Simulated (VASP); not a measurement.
# Si (Im-3m) in VASP: further runs

Si is run at these levels: PBEsol; tasks: density of states.

Program: VASP 6.6.1. These are calculated values, not measurements. Logs are shortened: lines on timing, memory, paths and dates and some standing lists are left out, and cuts for length are marked.

### Step 1. The cell of the first run

Symmetry: Im-3m, No. 229, cubic system. Conventional cell: a = 2.951 Å, b = 2.951 Å, c = 2.951 Å, α = 90.00°, β = 90.00°, γ = 90.00°. Si (site symmetry m-3m) has 14 Si at 2.56 to 2.95 Å within 3.4 Å.

### Step 2. Density of states, PBEsol (volume scaled by 0.9)

POSCAR reads:

```
Si
1.0
   -1.4755035985      1.4755035985      1.4755035985
    1.4755035985     -1.4755035985      1.4755035985
    1.4755035985      1.4755035985     -1.4755035985
Si
1
Direct
    0.0000000000      0.0000000000      0.0000000000
```

INCAR.step1 reads:

```
PREC = Accurate
ENCUT = 520
EDIFF = 1E-6
ISMEAR = -1
SIGMA = 0.1
LREAL = F
LASPH = T
NELM = 80
ALGO = Normal
ISIF = 2
LWAVE = F
LCHARG = T
GGA = PS
NBANDS = 8
```

KPOINTS.step1 reads:

```
regular mesh
0
Gamma
  19 19 19
```

INCAR.step2 reads:

```
PREC = Accurate
ENCUT = 520
EDIFF = 1E-6
ISMEAR = -5
SIGMA = 0.1
LREAL = F
LASPH = T
NELM = 80
ALGO = Normal
ISIF = 2
LWAVE = F
LCHARG = F
GGA = PS
LORBIT = 10
NEDOS = 1001
ICHARG = 11
```

KPOINTS.step2 reads:

```
regular mesh
0
Gamma
  29 29 29
```

Potentials or basis: VASP PAW PBE potentials, release 64 (Si).

On the command line:

```bash
$ cat potpaw_PBE.64/Si/POTCAR > POTCAR
$ cp INCAR.step1 INCAR
$ cp KPOINTS.step1 KPOINTS
$ mpirun -np 1 vasp_std > vasp.out
$ cp INCAR.step2 INCAR
$ cp KPOINTS.step2 KPOINTS
$ mpirun -np 1 vasp_std > vasp.out
```

OUTCAR:

```text
PREC = Accurate
   ENCUT = 520
   EDIFF = 1E-6
   ISMEAR = -5
   LREAL = F
   LASPH = T
   NELM = 80
   ISIF = 2
   GGA = PS
   LORBIT = 10
   ICHARG = 11

 ion  position               nearest neighbor table
   1  0.000  0.000  0.000-

  LATTYP: Found a body centered cubic cell.
 ALAT       =     2.9510071970

  Lattice vectors:

 A1 = (  -1.4755035985,   1.4755035985,   1.4755035985)
 A2 = (   1.4755035985,  -1.4755035985,   1.4755035985)
 A3 = (   1.4755035985,   1.4755035985,  -1.4755035985)

Analysis of symmetry for initial positions (statically):
=====================================================================
 Subroutine PRICEL returns:
 Original cell was already a primitive cell.

 Routine SETGRP: Setting up the symmetry group for a
 body centered cubic supercell.

 Subroutine GETGRP returns: Found 48 space group operations
 (whereof 48 operations were pure point group operations)
 out of a pool of 48 trial point group operations.

The static configuration has the point symmetry O_h .

Analysis of symmetry for dynamics (positions and initial velocities):
=====================================================================
 Subroutine PRICEL returns:
 Original cell was already a primitive cell.

 Routine SETGRP: Setting up the symmetry group for a
 body centered cubic supercell.

 Subroutine GETGRP returns: Found 48 space group operations
 (whereof 48 operations were pure point group operations)
 out of a pool of 48 trial point group operations.

The dynamic configuration has the point symmetry O_h .

 Subroutine INISYM returns: Found 48 space group operations
 (whereof 48 operations are pure point group operations),
 and found     1 'primitive' translations

----------------------------------------------------------------------------------------

                                     Primitive cell

  volume of cell :      12.8493

  direct lattice vectors                    reciprocal lattice vectors
    -1.475503599  1.475503599  1.475503599     0.000000000  0.338867354  0.338867354
     1.475503599 -1.475503599  1.475503599     0.338867354  0.000000000  0.338867354
     1.475503599  1.475503599 -1.475503599     0.338867354  0.338867354  0.000000000

  length of vectors
     2.555647199  2.555647199  2.555647199     0.479230808  0.479230808  0.479230808

  position of ions in fractional coordinates (direct lattice)
     0.000000000  0.000000000  0.000000000

  ion indices of the primitive-cell ions
   primitive index   ion index
                 1           1

----------------------------------------------------------------------------------------

 KPOINTS: regular mesh

Automatic generation of k-mesh.
 Grid dimensions read from file:
 generate k-points for:   29   29   29

 Generating k-lattice:

  Cartesian coordinates                     Fractional coordinates (reciprocal lattice)
     0.000000000  0.011685081  0.011685081     0.034482759  0.000000000  0.000000000
     0.011685081  0.000000000  0.011685081     0.000000000  0.034482759  0.000000000
     0.011685081  0.011685081  0.000000000     0.000000000  0.000000000  0.034482759

  Length of vectors
     0.016525200  0.016525200  0.016525200

  Shift w.r.t. Gamma in fractional coordinates (k-lattice)
     0.000000000  0.000000000  0.000000000

 TETIRR: Found  29434 inequivalent tetrahedra from   146334

 Subroutine IBZKPT returns following result:
 ===========================================

 Found    680 irreducible k-points:

 Following reciprocal coordinates:
            Coordinates               Weight
  0.000000  0.000000  0.000000      1.000000
  0.034483  0.000000  0.000000     12.000000
  0.068966  0.000000  0.000000     12.000000
  0.103448  0.000000  0.000000     12.000000
  0.137931  0.000000  0.000000     12.000000
  0.172414  0.000000  0.000000     12.000000
[... 16 lines left out ...]
  0.275862  0.034483  0.000000     48.000000
  0.310345  0.034483 -0.000000     48.000000
 [... further k-points ...]
   k-points           NKPTS =    680   k-points in BZ     NKDIM =    680   number of bands    NBANDS=      6
   number of dos      NEDOS =   1001   number of ions     NIONS =      1
   total plane-waves  NPLWV =   8000
   dimension x,y,z NGX =    20 NGY =   20 NGZ =   20
   dimension x,y,z NGXF=    40 NGYF=   40 NGZF=   40
   ions per type =               1
   NGX,Y,Z   is equivalent  to a cutoff of  13.01, 13.01, 13.01 a.u.
   NGXF,Y,Z  is equivalent  to a cutoff of  26.02, 26.02, 26.02 a.u.
 SYSTEM =  unknown system
   PREC   = accura    normal or accurate (medium, high low for compatibility)
   ISTART =      0    job   : 0-new  1-cont  2-samecut
   ICHARG =     11    charge: 1-file 2-atom 10-const
   ISPIN  =      1    spin polarized calculation?
   LNONCOLLINEAR =      F non collinear calculations
   LSORBIT =      F    spin-orbit coupling
   LASPH  =      T    aspherical Exc in radial PAW
   ENCUT  =  520.0 eV  38.22 Ry    6.18 a.u.   4.75  4.75  4.75*2*pi/ulx,y,z
   NELM   =     80;   NELMIN=  2; NELMDL=  0     # of ELM steps
   EDIFF  = 0.1E-05   stopping-criterion for ELM
   LREAL  =      F    real-space projection
   EDIFFG = 0.1E-04   stopping-criterion for IOM
   NSW    =      0    number of steps for IOM
   IBRION =     -1    ionic relax: 0-MD 1-quasi-New 2-CG
   NFREE  =      0    steps in history (QN), initial steepest desc. (CG)
   ISIF   =      2    stress and relaxation
   ISYM   =      2    0-nonsym 1-usesym 2-fastsym
   POTIM  = 0.5000    time-step for ionic-motion
   TEBEG  =    0.0;   TEEND  =   0.0 temperature during run
   PSTRESS=    0.0 pullay stress
   NELECT =       4.0000    total number of electrons
   NUPDOWN=      -1.0000    fix difference up-down
   EMIN   =  10.00;   EMAX   =-10.00  energy-range for DOS
   EFERMI =   0.00;   METHOD = LEGACY
   ISMEAR =    -5;   SIGMA  =   0.10  broadening in eV -4-tet -1-fermi 0-gaus
   EFERMI_NEDOS =   21; number of points for ismear=-14 and -15
   IALGO  =     38    algorithm
   IMIX   =      4    mixing-type and parameters
     AMIX     =   0.40;   BMIX     =  1.00
     AMIX_MAG =   1.60;   BMIX_MAG =  1.00
  volume/ion in A,a.u.               =      12.85        86.71
  Fermi-wavevector in a.u.,A,eV,Ry     =   1.109519  2.096686 16.749198  1.231031
  Thomas-Fermi vector in A             =   2.246059
   LORBIT       =     10    0 simple, 1 ext, 2 COOP (PROOUT), +10 PAW based schemes
   GGA     = PS    functional components
   LHFCALC =     F    Hartree Fock is set to
   AEXX    =    0.0000 exact exchange contribution
   IVDW    =     0    specifies the selected vdW correction
   LEPSILON=     F    determine dielectric tensor
   LRPA    =     F    only Hartree local field effects (RPA)
 non-spin polarized calculation
 Fermi weights with tetrahedron method with Bloechl corrections
  energy-cutoff  :      520.00
  volume of cell :       12.85
 maximum number of plane-waves:       370

 number of electron       4.0000000 magnetization

 Free energy of the ion-electron system (eV)
  ---------------------------------------------------
  ext. energy  EPLUGINS =         0.00000000
  ---------------------------------------------------
  free energy    TOTEN  =        -5.29810605 eV

  energy without entropy =       -5.29810605  energy(sigma->0) =       -5.29810605

 E-fermi :  11.6326     XC(G=0): -11.7291

 val. band max:       11.8300362796   @ k =  -0.2414   0.4138   0.0690
 cond. band min:      11.4593313675   @ k =   0.2069   0.2069   0.0690
 fundamental gap:     -0.3707049121
 Fermi energy:        11.6325676968

 k-point     1 :       0.0000    0.0000    0.0000
  band No.  band energies     occupation
      1      -3.8204      2.00000
      2      24.7769      0.00000
      3      24.7769      0.00000
      4      24.7835      0.00000
      5      24.7966      0.00000
      6      24.7966      0.00000

 k-point     2 :       0.0345    0.0000    0.0000
  band No.  band energies     occupation
      1      -3.7806      2.00000
      2      23.7075      0.00000
      3      23.8673      0.00000
      4      24.6313      0.00000
      5      24.7174      0.00000
      6      25.6176      0.00000

 k-point     3 :       0.0690    0.0000    0.0000
  band No.  band energies     occupation
      1      -3.6614      2.00000
      2      22.3912      0.00000
      3      23.0143      0.00000
      4      24.2414      0.00000
      5      24.4887      0.00000
      6      26.1773      0.00000

 k-point     4 :       0.1034    0.0000    0.0000
  band No.  band energies     occupation
      1      -3.4629      2.00000
      2      20.9016      0.00000
      3      22.2278      0.00000
      4      23.7034      0.00000
      5      24.1391      0.00000
      6      26.2019      0.00000

 k-point     5 :       0.1379    0.0000    0.0000
  band No.  band energies     occupation
      1      -3.1853      2.00000
      2      19.3181      0.00000
      3      21.5080      0.00000
      4      23.1009      0.00000
      5      23.7106      0.00000
      6      25.7356      0.00000
[... 136 lines left out ...]
 k-point    21 :       0.2069    0.0345    0.0000
  band No.  band energies     occupation
      1      -2.1184      2.00000
      2      15.3183      0.00000
      3      19.6408      0.00000
      4      21.1577      0.00000
      5      23.1045      0.00000
      6      24.7043      0.00000

 k-point    22 :       0.2414    0.0345    0.0000
  band No.  band energies     occupation
      1      -1.5673      2.00000
      2      13.7549     -0.00091
      3      19.1458      0.00000
      4      20.6562      0.00000
      5      22.6611      0.00000
      6      24.2783      0.00000

 k-point    23 :       0.2759    0.0345    0.0000
  band No.  band energies     occupation
      1      -0.9394      2.00000
      2      12.2380      0.06591
      3      18.7162      0.00000
      4      20.2118      0.00000
      5      22.2607      0.00000
      6      23.8958      0.00000

 k-point    24 :       0.3103    0.0345   -0.0000
  band No.  band energies     occupation
      1      -0.2353      2.00000
      2      10.7748      2.04768
      3      18.3522      0.00000
      4      19.8301      0.00000
      5      21.9123      0.00000
      6      23.5624      0.00000

 [... further k-points ...]
[... 5 lines left out ...]
  --------------------------------------------------------------------------------------
  -------------------------------------------------------------------------------------
  Total        1.0642135      1.0642135      1.0642135      0.0000000      0.0000000     -0.0000000
  in kB      132.6962179    132.6962179    132.6962179      0.0000000      0.0000000     -0.0000000
  external PRESSURE =     132.6962179 kB  Pullay stress =       0.0000000 kB

 VOLUME and BASIS-vectors are now :
 -----------------------------------------------------------------------------
  energy-cutoff  :      520.00
  volume of cell :       12.85
      direct lattice vectors                 reciprocal lattice vectors
    -1.475503599  1.475503599  1.475503599     0.000000000  0.338867354  0.338867354
     1.475503599 -1.475503599  1.475503599     0.338867354  0.000000000  0.338867354
     1.475503599  1.475503599 -1.475503599     0.338867354  0.338867354  0.000000000

 POSITION                                       TOTAL-FORCE (eV/Angst)
 -----------------------------------------------------------------------------------
      0.00000      0.00000      0.00000         0.000000      0.000000      0.000000
 -----------------------------------------------------------------------------------
    total drift:                                0.000000      0.000000     -0.000000

  FREE ENERGIE OF THE ION-ELECTRON SYSTEM (eV)
  ---------------------------------------------------
  free  energy   TOTEN  =        -5.2981060529 eV

  energy  without entropy=       -5.2981060529  energy(sigma->0) =       -5.29810605

 total charge

# of ion       s       p       d       tot
------------------------------------------
    1        0.822   0.785   0.000   1.607
```

It took 24 s on 1 thread of Intel Xeon 6975P-C, shared host; peak memory 0.19 GiB.

What came out:

| Item | Value |
| --- | --- |
| Valence electrons inside the program's atomic spheres | Si 1.61 |

Caveat: the cell differs from its parent crystal (volume scaled by 0.9); the PAW data sets were made with another functional, which shifts forces and pressure a little; tetrahedron occupations give inexact forces and stress in metals.

### Step 3. Density of states, PBEsol

This run uses another cell than the first one, of 14.28 Å³/atom, 1.111 times its volume.

POSCAR reads:

```
Si
1.0
   -1.5282442480      1.5282442480      1.5282442480
    1.5282442480     -1.5282442480      1.5282442480
    1.5282442480      1.5282442480     -1.5282442480
Si
1
Direct
    0.0000000000      0.0000000000      0.0000000000
```

INCAR.step1 reads:

```
PREC     = Accurate       # precision mode
ENCUT    = 520            # plane-wave cutoff, eV
EDIFF    = 1E-6           # SCF threshold, eV
ISMEAR   = -1             # smearing method
SIGMA    = 0.1            # smearing width, eV
LREAL    = F              # projectors in reciprocal space
LASPH    = T              # aspherical terms in the spheres
NELM     = 60             # most SCF steps
ALGO     = Normal         # electronic algorithm
ISIF     = 2              # what is computed and relaxed
LWAVE    = F              # write WAVECAR
LCHARG   = T              # write CHGCAR
GGA      = PS             # functional
NBANDS   = 8              # bands
```

KPOINTS.step1 is that of step 2.

INCAR.step2 reads:

```
PREC     = Accurate       # precision mode
ENCUT    = 520            # plane-wave cutoff, eV
EDIFF    = 1E-6           # SCF threshold, eV
ISMEAR   = -5             # smearing method
SIGMA    = 0.1            # smearing width, eV
LREAL    = F              # projectors in reciprocal space
LASPH    = T              # aspherical terms in the spheres
NELM     = 60             # most SCF steps
ALGO     = Normal         # electronic algorithm
ISIF     = 2              # what is computed and relaxed
LWAVE    = F              # write WAVECAR
LCHARG   = F              # write CHGCAR
GGA      = PS             # functional
LORBIT   = 11             # projections on sites
NEDOS    = 2001           # points of the DOS
ICHARG   = 11             # starting density
```

KPOINTS.step2 is that of step 2.

Potentials or basis: VASP PAW PBE potentials, release 64 (Si).

On the command line:

```bash
$ cat potpaw_PBE.64/Si/POTCAR > POTCAR
$ cp INCAR.step1 INCAR
$ cp KPOINTS.step1 KPOINTS
$ mpirun -np 1 vasp_std > vasp.out
$ cp INCAR.step2 INCAR
$ cp KPOINTS.step2 KPOINTS
$ mpirun -np 1 vasp_std > vasp.out
```

It took 32 s on 1 thread of Intel Xeon 6975P-C, shared host; peak memory 0.19 GiB.

Results (log left out):

- Valence electrons inside the program's atomic spheres: Si 1.56

Levels at points of the mesh, in eV from the Fermi level:
| k point | band 1 | band 2 | band 3 | band 4 | band 5 | band 6 |
| --- | --- | --- | --- | --- | --- | --- |
| (0.00, 0.00, 0.00) | -14.43 | 11.71 | 11.71 | 11.71 | 12.67 | 12.67 |

Caveat: the PAW data sets were made with another functional, which shifts forces and pressure a little; tetrahedron occupations give inexact forces and stress in metals.

### Step 4. Density of states, PBEsol

This run uses another cell than the first one, of 14.28 Å³/atom, 1.111 times its volume.

POSCAR is that of step 3.

INCAR.step1 reads:

```
SYSTEM = Si
PREC = Accurate
ENCUT = 400
EDIFF = 1E-6
ISMEAR = -1
SIGMA = 0.1
LREAL = .FALSE.
LASPH = .TRUE.
NELM = 120
ALGO = Normal
ISIF = 2
LWAVE = .FALSE.
LCHARG = .TRUE.
GGA = PS
NBANDS = 8
GGA_COMPAT = .FALSE.
NEDOS = 2001
LORBIT = 11
```

KPOINTS.step1 reads:

```
regular mesh
0
G
  19 19 19
  0 0 0
```

INCAR.step2 reads:

```
SYSTEM = Si
PREC = Accurate
ENCUT = 400
EDIFF = 1E-6
ISMEAR = -5
SIGMA = 0.1
LREAL = .FALSE.
LASPH = .TRUE.
NELM = 120
ALGO = Normal
ISIF = 2
LWAVE = .FALSE.
LCHARG = .FALSE.
GGA = PS
LORBIT = 11
NBANDS = 8
NEDOS = 2001
ICHARG = 11
GGA_COMPAT = .FALSE.
```

KPOINTS.step2 reads:

```
regular mesh
0
G
  29 29 29
  0 0 0
```

On the command line:

```bash
$ cat potpaw_PBE.64/Si/POTCAR > POTCAR
$ cp INCAR.step1 INCAR
$ cp KPOINTS.step1 KPOINTS
$ mpirun -np 1 vasp_std > vasp.out
$ cp INCAR.step2 INCAR
$ cp KPOINTS.step2 KPOINTS
$ mpirun -np 1 vasp_std > vasp.out
```

It took 43 s on 1 thread of Intel Xeon 6975P-C, shared host; peak memory 0.19 GiB.

Results (log left out):

```yaml
Valence_electrons_inside_the_program's_atomic_spheres: Si 1.56
```

Levels at points of the mesh, in eV from the Fermi level:
```tsv
k point	band 1	band 2	band 3	band 4	band 5
(0.00, 0.00, 0.00)	-14.43	11.71	11.71	11.71	12.67
```

Caveat: the PAW data sets were made with another functional, which shifts forces and pressure a little; tetrahedron occupations give inexact forces and stress in metals.
